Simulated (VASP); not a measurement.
# Y (P6_3/mmc) in VASP: notebook

Y is run at these levels: PBEsol; tasks: single point, relaxation of cell and atoms.

Program: VASP 6.6.1. These are calculated values, not measurements. Logs are shortened: lines on timing, memory, paths and dates and some standing lists are left out, and cuts for length are marked.

## Step 1: The cell of the first run

Symmetry: P6_3/mmc, No. 194, hexagonal system. The conventional cell has a = 3.598 Å, b = 3.598 Å, c = 5.585 Å, α = 90.00°, β = 90.00°, γ = 120.00°. Within 4.6 Å of Y (site symmetry -6m2) lie 12 Y at 3.48 to 3.60 Å.

## Step 2: Single point, PBEsol

INCAR

```
PREC     = Accurate       # precision mode
ENCUT    = 520            # plane-wave cutoff, eV
EDIFF    = 1E-7           # SCF threshold, eV
ISMEAR   = 0              # smearing method
SIGMA    = 0.1            # smearing width, eV
LREAL    = F              # projectors in reciprocal space
LASPH    = T              # aspherical terms in the spheres
NELM     = 60             # most SCF steps
ALGO     = Normal         # electronic algorithm
ISIF     = 2              # what is computed and relaxed
LWAVE    = F              # write WAVECAR
LCHARG   = T              # write CHGCAR
GGA      = PS             # functional
LELF     = T              # ELF
LVHAR    = T            
NBANDS   = 18             # bands
```

KPOINTS

```
Automatic mesh
0
Gamma
  12 12 8
```

POSCAR

```
Y
1.0
    3.5977714104      0.0000000000      0.0000000000
   -1.7988857052      3.1157614384      0.0000000000
    0.0000000000      0.0000000000      5.5853719775
Y
2
Direct
    0.3333333333      0.6666666667      0.2500000000
    0.6666666667      0.3333333333      0.7500000000
```

Potentials or basis: VASP PAW PBE potentials, release 64 (Y_sv).

On the command line:

```sh
> cat potpaw_PBE.64/Y_sv/POTCAR > POTCAR
> mpirun -np 1 vasp_std > vasp.out
```

OUTCAR:

```text
PREC = Accurate
   ENCUT = 520
   EDIFF = 1E-7
   ISMEAR = 0
   LREAL = F
   LASPH = T
   NELM = 60
   ISIF = 2
   GGA = PS

 ion  position               nearest neighbor table
   1  0.333  0.667  0.250-   2 3.48   2 3.48   2 3.48   2 3.48   2 3.48   2 3.48
   2  0.667  0.333  0.750-   1 3.48   1 3.48   1 3.48   1 3.48   1 3.48   1 3.48

  LATTYP: Found a hexagonal cell.
 ALAT       =     3.5977714104
 C/A-ratio  =     1.5524532663

  Lattice vectors:

 A1 = (   3.5977714104,   0.0000000000,   0.0000000000)
 A2 = (  -1.7988857052,   3.1157614384,   0.0000000000)
 A3 = (   0.0000000000,   0.0000000000,   5.5853719775)

Analysis of symmetry for initial positions (statically):
=====================================================================
 Subroutine PRICEL returns:
 Original cell was already a primitive cell.

 Routine SETGRP: Setting up the symmetry group for a
 hexagonal supercell.

 Subroutine GETGRP returns: Found 24 space group operations
 (whereof 12 operations were pure point group operations)
 out of a pool of 24 trial point group operations.

The static configuration has the point symmetry D_3d.
 The point group associated with its full space group is D_6h.

Analysis of symmetry for dynamics (positions and initial velocities):
=====================================================================
 Subroutine PRICEL returns:
 Original cell was already a primitive cell.

 Routine SETGRP: Setting up the symmetry group for a
 hexagonal supercell.

 Subroutine GETGRP returns: Found 24 space group operations
 (whereof 12 operations were pure point group operations)
 out of a pool of 24 trial point group operations.

The dynamic configuration has the point symmetry D_3d.
 The point group associated with its full space group is D_6h.

 Subroutine INISYM returns: Found 24 space group operations
 (whereof 12 operations are pure point group operations),
 and found     1 'primitive' translations

----------------------------------------------------------------------------------------

                                     Primitive cell

  volume of cell :      62.6109

  direct lattice vectors                    reciprocal lattice vectors
     3.597771410  0.000000000  0.000000000     0.277949843  0.160474417  0.000000000
[... 77 lines left out ...]
   PREC   = accura    normal or accurate (medium, high low for compatibility)
   ISTART =      0    job   : 0-new  1-cont  2-samecut
   ICHARG =      2    charge: 1-file 2-atom 10-const
   ISPIN  =      1    spin polarized calculation?
   LNONCOLLINEAR =      F non collinear calculations
   LSORBIT =      F    spin-orbit coupling
   LASPH  =      T    aspherical Exc in radial PAW
   ENCUT  =  520.0 eV  38.22 Ry    6.18 a.u.   6.69  6.69 10.39*2*pi/ulx,y,z
   NELM   =     60;   NELMIN=  2; NELMDL= -5     # of ELM steps
   EDIFF  = 0.1E-06   stopping-criterion for ELM
   LREAL  =      F    real-space projection
   EDIFFG = 0.1E-05   stopping-criterion for IOM
   NSW    =      0    number of steps for IOM
   IBRION =     -1    ionic relax: 0-MD 1-quasi-New 2-CG
   NFREE  =      0    steps in history (QN), initial steepest desc. (CG)
   ISIF   =      2    stress and relaxation
   ISYM   =      2    0-nonsym 1-usesym 2-fastsym
   POTIM  = 0.5000    time-step for ionic-motion
   TEBEG  =    0.0;   TEEND  =   0.0 temperature during run
   PSTRESS=    0.0 pullay stress
   NELECT =      22.0000    total number of electrons
   NUPDOWN=      -1.0000    fix difference up-down
   EMIN   =  10.00;   EMAX   =-10.00  energy-range for DOS
   EFERMI =   0.00;   METHOD = LEGACY
   ISMEAR =     0;   SIGMA  =   0.10  broadening in eV -4-tet -1-fermi 0-gaus
   EFERMI_NEDOS =   21; number of points for ismear=-14 and -15
   IALGO  =     38    algorithm
   IMIX   =      4    mixing-type and parameters
     AMIX     =   0.40;   BMIX     =  1.00
     AMIX_MAG =   1.60;   BMIX_MAG =  1.00
  volume/ion in A,a.u.               =      31.31       211.26
  Fermi-wavevector in a.u.,A,eV,Ry     =   1.155223  2.183055 18.157517  1.334540
  Thomas-Fermi vector in A             =   2.291853
   LORBIT       =      0    0 simple, 1 ext, 2 COOP (PROOUT), +10 PAW based schemes
   GGA     = PS    functional components
   LHFCALC =     F    Hartree Fock is set to
   AEXX    =    0.0000 exact exchange contribution
   IVDW    =     0    specifies the selected vdW correction
   LEPSILON=     F    determine dielectric tensor
   LRPA    =     F    only Hartree local field effects (RPA)
 non-spin polarized calculation
 Gauss-broadening in eV      SIGMA  =   0.10
  energy-cutoff  :      520.00
  volume of cell :       62.61
 maximum number of plane-waves:      1713
 NGX is ok and might be reduce to    28
   NGX = 13   NGY = 13   NGZ = 21

 number of electron      22.0000002 magnetization

 Free energy of the ion-electron system (eV)
  ---------------------------------------------------
  ext. energy  EPLUGINS =         0.00000000
  ---------------------------------------------------
  free energy    TOTEN  =       -13.64914690 eV

  energy without entropy =      -13.63230785  energy(sigma->0) =      -13.64072737

 E-fermi :   3.1178     XC(G=0):  -9.7226

 val. band max:        3.1163536135   @ k =   0.4167  -0.0000   0.0000
 cond. band min:       3.1288148394   @ k =   0.2500   0.1667   0.2500
 fundamental gap:      0.0124612259
 Fermi energy:         3.1178462230

 k-point     1 :       0.0000    0.0000    0.0000
  band No.  band energies     occupation
      1     -39.3638      2.00000
      2     -39.2689      2.00000
      3     -19.7332      2.00000
      4     -19.1699      2.00000
      5     -19.1699      2.00000
      6     -19.0595      2.00000
[... 481 lines left out ...]
      5     -19.3918      2.00000
      6     -19.2679      2.00000
[... 10 lines left out ...]
     17       7.2163      0.00000
     18       7.3606      0.00000

 [... further k-points ...]
[... 5 lines left out ...]
  --------------------------------------------------------------------------------------
  -------------------------------------------------------------------------------------
  Total       -0.0392166     -0.0392166     -0.0604864      0.0000000      0.0000000      0.0000000
  in kB       -1.0035312     -1.0035312     -1.5478127      0.0000000      0.0000000      0.0000000
  external PRESSURE =      -1.1849584 kB  Pullay stress =       0.0000000 kB

 VOLUME and BASIS-vectors are now :
 -----------------------------------------------------------------------------
  energy-cutoff  :      520.00
  volume of cell :       62.61
      direct lattice vectors                 reciprocal lattice vectors
     3.597771410  0.000000000  0.000000000     0.277949843  0.160474417  0.000000000
    -1.798885705  3.115761438  0.000000000     0.000000000  0.320948834  0.000000000
     0.000000000  0.000000000  5.585371978     0.000000000  0.000000000  0.179039105

 POSITION                                       TOTAL-FORCE (eV/Angst)
 -----------------------------------------------------------------------------------
     -0.00000      2.07717      1.39634        -0.000000      0.000000      0.000000
      1.79889      1.03859      4.18903         0.000000     -0.000000      0.000000
 -----------------------------------------------------------------------------------
    total drift:                                0.000000     -0.000000      0.000000

  FREE ENERGIE OF THE ION-ELECTRON SYSTEM (eV)
  ---------------------------------------------------
  free  energy   TOTEN  =       -13.6491468964 eV

  energy  without entropy=      -13.6323078522  energy(sigma->0) =      -13.64072737
```

OSZICAR:

```text
N       E                     dE             d eps       ncg     rms          rms(c)
DAV:   1     0.886674666028E+02    0.88667E+02   -0.11327E+04  3420   0.117E+03
DAV:   2    -0.655802719336E+01   -0.95225E+02   -0.93575E+02  4172   0.260E+02
DAV:   3    -0.138683224284E+02   -0.73103E+01   -0.72457E+01  5960   0.433E+01
DAV:   4    -0.140805542179E+02   -0.21223E+00   -0.21205E+00  4250   0.736E+00
DAV:   5    -0.140852008563E+02   -0.46466E-02   -0.46448E-02  4866   0.852E-01    0.342E+01
DAV:   6    -0.137235185948E+02    0.36168E+00   -0.44597E-01  3744   0.404E+00    0.211E+01
DAV:   7    -0.136622670279E+02    0.61252E-01   -0.86973E-01  4632   0.514E+00    0.183E+00
DAV:   8    -0.136496103540E+02    0.12657E-01   -0.15151E-01  4220   0.225E+00    0.879E-01
DAV:   9    -0.136490928096E+02    0.51754E-03   -0.44214E-03  4478   0.407E-01    0.354E-01
DAV:  10    -0.136491657379E+02   -0.72928E-04   -0.12758E-03  3816   0.308E-01    0.192E-01
DAV:  11    -0.136491493115E+02    0.16426E-04   -0.72089E-05  5110   0.647E-02    0.219E-02
DAV:  12    -0.136491456179E+02    0.36936E-05   -0.18687E-05  3854   0.366E-02    0.243E-02
DAV:  13    -0.136491467897E+02   -0.11718E-05   -0.45338E-06  3718   0.192E-02    0.304E-03
DAV:  14    -0.136491469840E+02   -0.19430E-06   -0.22721E-07  4146   0.309E-03    0.806E-04
DAV:  15    -0.136491468964E+02    0.87571E-07   -0.21441E-08  2060   0.127E-03
   1 F= -.13649147E+02 E0= -.13640727E+02  d E =-.168390E-01
```

stdout:

```text
POSCAR found type information on POSCAR Y
 POSCAR found :  1 types and       2 ions
 scaLAPACK will be used
 -----------------------------------------------------------------------------
|                                                                             |
|                                                                             |
|     You enforced a specific xc type in the INCAR file but a different       |
|     I HOPE YOU KNOW WHAT YOU ARE DOING!                                     |
|                                                                             |
 -----------------------------------------------------------------------------

 LDA part: xc-table for (Slater+PW92), standard interpolation
 POSCAR, INCAR and KPOINTS ok, starting setup
 FFT: planning ... GRIDC
 FFT: planning ... GRID_SOFT
 FFT: planning ... GRID
 WAVECAR not read
 entering main loop
```

It took 3 min on 1 thread of Oxide Virtual Turin-like, shared host; peak memory 0.22 GiB.

What came out:

```yaml
Free_energy: -13.6491 eV
Pressure: -0.1 GPa
Band_gap_on_the_k_mesh: zero (band 11 reaches 4.24 eV, above the bottom of band 12 at 2.67 eV)
```

Levels at points of the mesh, in eV from the Fermi level:
| k point | band 7 | band 8 | band 9 | band 10 | band 11 | band 12 | band 13 | band 14 | band 15 | band 16 |
| --- | --- | --- | --- | --- | --- | --- | --- | --- | --- | --- |
| (0.00, 0.00, 0.00) | -22.18 | -22.13 | -4.78 | -1.93 | 1.13 | 1.76 | 1.76 | 2.18 | 2.43 | 2.43 |
| (0.50, 0.00, 0.00) | -22.32 | -22.24 | -1.71 | -1.28 | -0.87 | -0.05 | 1.44 | 1.52 | 2.20 | 5.22 |
| (0.00, 0.00, 0.50) | -22.23 | -22.23 | -3.25 | -3.25 | 1.01 | 1.01 | 1.66 | 1.66 | 1.66 | 1.66 |
| (0.50, 0.00, 0.50) | -22.31 | -22.31 | -1.73 | -1.73 | 0.08 | 0.08 | 1.51 | 1.51 | 2.84 | 2.84 |

Caveat: the PAW data sets were made with another functional, which shifts forces and pressure a little.

## Step 3: Relaxation of cell and atoms, PBEsol

This run uses another cell than the first one, of 33.01 Å³/atom, 1.055 times its volume.

INCAR

```
  PREC = Accurate
  ENCUT = 600
  EDIFF = 1E-7
  ISMEAR = 0
  SIGMA = 0.1
  LREAL = False
  LASPH = True
  NELM = 80
  ALGO = Normal
  ISIF = 3
  LWAVE = False
  LCHARG = False
  GGA = PS
  IBRION = 2
  NSW = 100
  EDIFFG = -0.005
```

KPOINTS

```
regular mesh
0
Gamma
  12 12 8
```

POSCAR

```
Y
1.0
    3.6474000000      0.0000000000      0.0000000000
   -1.8237000000      3.1587410578      0.0000000000
    0.0000000000      0.0000000000      5.7306000000
Y
2
Direct
    0.3333333333      0.6666666667      0.2500000000
    0.6666666667      0.3333333333      0.7500000000
```

Potentials or basis: VASP PAW PBE potentials, release 64 (Y_sv).

On the command line:

```sh
> cat potpaw_PBE.64/Y_sv/POTCAR > POTCAR
> mpirun -np 1 vasp_std > vasp.out
```

Run time: 10 min. Hardware: 1 thread of Oxide Virtual Turin-like, shared host; peak memory 0.25 GiB.

The run converged. Its results:

```
Free energy                            : -13.6496 eV
Relaxed volume                         : 31.20 Å³/atom
Relaxed cell                           : a = 3.595 Å, b = 3.595 Å, c = 5.576 Å, α = 90.00°, β = 90.00°, γ = 120.00°
Space group after relaxing (to 0.05 Å) : P6_3/mmc (No. 194)
Energy gained by relaxing              : 13.4 meV/atom
Ionic steps                            : 7
Pressure after relaxing                : 0.0 GPa
Band gap on the k mesh                 : zero (band 11 reaches 4.28 eV, above the bottom of band 12 at 2.68 eV)
```

Step by step:
| step | energy change (eV) | largest force (eV/Å) | pressure (GPa) | volume (Å³) |
| --- | --- | --- | --- | --- |
| 1 | 0.0000 | 0.0000 | -2.20 | 66.02 |
| 2 | -0.0257 | 0.0000 | 0.44 | 61.79 |
| 3 | -0.0265 | 0.0000 | 0.03 | 62.38 |
| 4 | -0.0265 | 0.0000 | -0.02 | 62.45 |
| 5 | -0.0267 | 0.0000 | -0.03 | 62.47 |
| 6 | -0.0268 | 0.0000 | -0.04 | 62.49 |
| 7 | -0.0268 | 0.0000 | 0.02 | 62.41 |

Final structure:
```yaml
crystal:
  lattice:
    - [3.59502, 0.00000, 0.00000]
    - [-1.79751, 3.11338, 0.00000]
    - [0.00000, 0.00000, 5.57568]
  atoms:
    - { symbol: Y, position: [0.33333, 0.66667, 0.25000] }
    - { symbol: Y, position: [0.66667, 0.33333, 0.75000] }
```

Levels at points of the mesh, in eV from the Fermi level:
```csv
k point,band 8,band 9,band 10,band 11,band 12,band 13,band 14,band 15
"(0.00, 0.00, 0.00)",-22.12,-4.78,-1.93,1.14,1.76,1.76,2.19,2.43
"(0.50, 0.00, 0.00)",-22.23,-1.71,-1.29,-0.88,-0.04,1.43,1.53,2.21
"(0.00, 0.00, 0.50)",-22.22,-3.25,-3.25,1.02,1.02,1.66,1.66,1.66
"(0.50, 0.00, 0.50)",-22.30,-1.74,-1.74,0.08,0.08,1.52,1.52,2.84
```

Caveat: the PAW data sets were made with another functional, which shifts forces and pressure a little.
